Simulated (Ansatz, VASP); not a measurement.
## W: VASP beside Ansatz

```
W
1.0
     0.00000    2.01877    2.01877
     2.01877    0.00000    2.01877
     2.01877    2.01877    0.00000
W
1
Direct
  0.00000 0.00000 0.00000
```

Alike in both runs: functional PBE; k mesh 18 × 18 × 18; occupations fermi-dirac, width 0.05 eV; no spin polarisation.

Ansatz relaxed the structure, and its values are those at the end. VASP's run is a single point on that final structure, the one shown.

|  | VASP | Ansatz |
| --- | --- | --- |
| version | VASP 6.6.1 | Ansatz 0.2.0 |
| potentials or method | VASP PAW PBE potentials, release 64 (W_sv), cutoff 520 eV | all-electron LAPW, scalar-relativistic |

Ansatz gave:

```
pressure (GPa) : 0.0
```

Question: Estimate VASP's values.

Answer: Pressure (GPa): 0.4.

Ansatz ran all-electron here, and VASP with PAW potentials.

Spin-orbit coupling is off throughout.
